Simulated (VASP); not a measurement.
## Sr: relaxation of cell and atoms with PBEsol

Crystal: Sr.

```xyz
2
Lattice="4.3100 0.0000 0.0000 -2.1550 3.7326 0.0000 0.0000 0.0000 7.0500" Properties=species:S:1:pos:R:3 pbc="T T T"
Sr    0.0000    2.4884    1.7625
Sr    2.1550    1.2442    5.2875
```

```yaml
Program: VASP 6.6.1
Task: relaxation of cell and atoms
Functional: PBEsol
Potentials_or_basis: VASP PAW PBE potentials, release 64 (Sr_sv)
Cutoff: 600 eV
k_mesh: 10 × 10 × 6
Occupations: fermi-dirac, width 0.08 eV
Spin: no spin polarisation
Dipole_correction: no
Further_INCAR_settings: ALGO = Normal; EDIFF = 1e-06; IBRION = 2; EDIFFG = -0.002; NSW = 100; ISIF = 3
```

- Relaxed volume: 52.42 Å³/atom
- Relaxed cell: a = 4.192 Å, b = 4.192 Å, c = 6.889 Å, α = 90.00°, β = 90.00°, γ = 120.00°
- Space group after relaxing (to 0.05 Å): P6_3/mmc (No. 194)
- Energy gained by relaxing: 11.9 meV/atom
- Ionic steps: 29
- Pressure after relaxing: 0.0 GPa
- Band gap on the k mesh: zero (band 10 reaches 1.80 eV, above the bottom of band 11 at 1.67 eV)

The path:
| step | energy change (eV) | largest force (eV/Å) | pressure (GPa) | volume (Å³) |
| --- | --- | --- | --- | --- |
| 1 | 0.0000 | 0.0000 | -0.84 | 113.42 |
| 2 | -0.0190 | 0.0000 | -0.41 | 108.59 |
| 3 | -0.0237 | 0.0000 | 0.04 | 104.46 |
| 4 | -0.0238 | 0.0000 | 0.01 | 104.79 |
| 5 | -0.0238 | 0.0000 | 0.00 | 104.95 |
| 6 | -0.0238 | 0.0000 | -0.01 | 104.96 |
| 7 | -0.0238 | 0.0000 | -0.01 | 104.97 |
| 8 | -0.0238 | 0.0000 | -0.01 | 104.96 |
| 9 | -0.0238 | 0.0000 | -0.01 | 104.96 |
| 10 | -0.0238 | 0.0000 | -0.01 | 104.96 |
| 11 | -0.0238 | 0.0000 | -0.01 | 104.96 |
| 12 | -0.0238 | 0.0000 | -0.01 | 104.96 |
| 13 | -0.0238 | 0.0000 | -0.01 | 104.96 |
| 14 | -0.0238 | 0.0000 | -0.01 | 104.86 |
| 15 | -0.0238 | 0.0000 | 0.00 | 104.82 |
| 16 | -0.0238 | 0.0000 | 0.01 | 104.84 |
| 17 | -0.0238 | 0.0000 | 0.01 | 104.86 |
| 18 | -0.0238 | 0.0000 | 0.01 | 104.86 |
| 19 | -0.0238 | 0.0000 | -0.01 | 104.93 |
| 20 | -0.0238 | 0.0000 | -0.02 | 104.91 |
| 21 | -0.0238 | 0.0000 | -0.02 | 104.88 |
| 22 | -0.0238 | 0.0000 | -0.01 | 104.87 |
| 23 | -0.0238 | 0.0000 | -0.01 | 104.87 |
| 24 | -0.0238 | 0.0000 | -0.01 | 104.86 |
| 25 | -0.0238 | 0.0000 | -0.01 | 104.86 |
| 26 | -0.0238 | 0.0000 | 0.00 | 104.86 |
| 27 | -0.0238 | 0.0000 | 0.00 | 104.86 |
| 28 | -0.0238 | 0.0000 | 0.00 | 104.86 |
| 29 | -0.0238 | 0.0000 | 0.00 | 104.84 |

Final structure:
```yaml
crystal:
  lattice:
    - [4.19203, 0.00000, 0.00000]
    - [-2.09601, 3.63040, 0.00000]
    - [0.00000, 0.00000, 6.88889]
  atoms:
    - { symbol: Sr, position: [0.33333, 0.66667, 0.25000] }
    - { symbol: Sr, position: [0.66667, 0.33333, 0.75000] }
```

Levels at points of the mesh, in eV from the Fermi level:
```tsv
k point	band 8	band 9	band 10	band 11	band 12	band 13
(0.00, 0.00, 0.00)	-18.33	-3.74	-1.19	0.11	2.31	2.35
(0.50, 0.00, 0.00)	-18.36	-1.13	-0.52	0.03	0.23	1.35
(0.00, 0.00, 0.50)	-18.35	-2.76	-2.76	1.27	1.27	2.35
(0.50, 0.00, 0.50)	-18.39	-0.85	-0.85	0.30	0.30	1.34
```

Wall time 6.8 min on 1 thread of Intel(R) Xeon(R) Platinum 8559C (Emerald Rapids), on a shared host, peak memory 0.34 GiB.

Caveat: the PAW data sets were made with another functional, which shifts forces and pressure a little.
